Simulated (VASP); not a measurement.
Write the native input for VASP 6.6.1 that does the following.

* Task: single point
* Functional: PBE
* Potentials or basis: VASP PAW PBE potentials, release 64 (Dy_3, Ti_sv), 4f in core
* Cutoff: 500 eV
* k mesh: 7 × 7 × 3
* Occupations: gaussian, width 0.2 eV
* Spin: no spin polarisation
* Dipole correction: no
* Further INCAR settings: ALGO = Normal; EDIFF = 1e-06; NBANDS = 22

The structure of Dy2Ti lies in POSCAR:

```
Dy2Ti
1.0
    3.1885279747      0.0000000000      0.0000000000
   -1.5942639874      2.7613462268      0.0000000000
    0.0000000000      0.0000000000      9.0548470553
Dy Ti
2 1
Direct
    0.0000000000      0.0000000000      0.8167599876
    0.0000000000      0.0000000000      0.1832400124
    0.0000000000      0.0000000000      0.5000000000
```

The cell was generated, and may not be a known phase.

These files were run (other wordings do the same):

INCAR

```
SYSTEM = Dy2Ti
PREC = Accurate ; ENCUT = 500
EDIFF = 1E-6 ; ISMEAR = 0
SIGMA = 0.2 ; LREAL = .FALSE.
LASPH = .TRUE. ; NELM = 200
ALGO = Normal ; ISIF = 2
LWAVE = .FALSE. ; LCHARG = .FALSE.
GGA = PE ; NBANDS = 22
GGA_COMPAT = .FALSE. ; LMAXMIX = 6
```

KPOINTS

```
regular mesh
0
G
  7 7 3
  0 0 0
```

Potentials or basis: VASP PAW PBE potentials, release 64 (Dy_3, Ti_sv), 4f in core.

Command:

```console
$ cat potpaw_PBE.64/Dy_3/POTCAR potpaw_PBE.64/Ti_sv/POTCAR > POTCAR
$ mpirun -np 1 vasp_std > vasp.out
```

Results of the run:

```json
{
  "Pressure": "0.3 GPa",
  "Largest force": "0.039 eV/Å",
  "Band gap on the k mesh": "zero (bands 15 and 16 overlap by 0.84 eV)"
}
```

Caveat: spin-orbit coupling is left out, which moves the levels of the heavy elements; the 4f electrons are frozen in the core, so they carry no moment and show no levels.

It took 58 s on 1 thread of Intel Xeon 8259CL, with other jobs on the host, peak memory 0.2 GiB.
